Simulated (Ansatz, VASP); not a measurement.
## HfMg3: VASP beside Ansatz

```
Hf Mg
1.0
     4.40542    0.00000    0.00000
     0.00000    4.40542    0.00000
     0.00000    0.00000    4.40542
Hf Mg
1 3
Cartesian
  0.0000 0.0000 0.0000
  0.0000 2.2027 2.2027
  2.2027 2.2027 0.0000
  2.2027 0.0000 2.2027
```

Alike in both runs: task single point; functional PBE; k mesh 8 × 8 × 8; occupations gaussian, width 0.05 eV; no spin polarisation.

|  | VASP | Ansatz |
| --- | --- | --- |
| version | VASP 6.6.1 | Ansatz 0.2.0 |
| potentials or method | VASP PAW PBE potentials, release 64 (Hf_pv, Mg), cutoff 520 eV | scalar-relativistic, plane waves, PAW |
| valence electrons in the cell | 16 | 56 |

|  | VASP | Ansatz | Ansatz less VASP |
| --- | --- | --- | --- |
| gap on the k mesh at the Fermi level (eV) | none | none | - |
| pressure (GPa) | 1.1 | 1.2 | +0.11 |

A gap of «none» marks a metal or a gap that the smearing closes. The functional is the same, so the differences come from potentials, cutoffs and numerics. VASP's potentials hold 16 valence electrons a cell and Ansatz's 56, so a difference there can come from the potentials and not from the codes.

Neither program's run includes spin-orbit coupling.
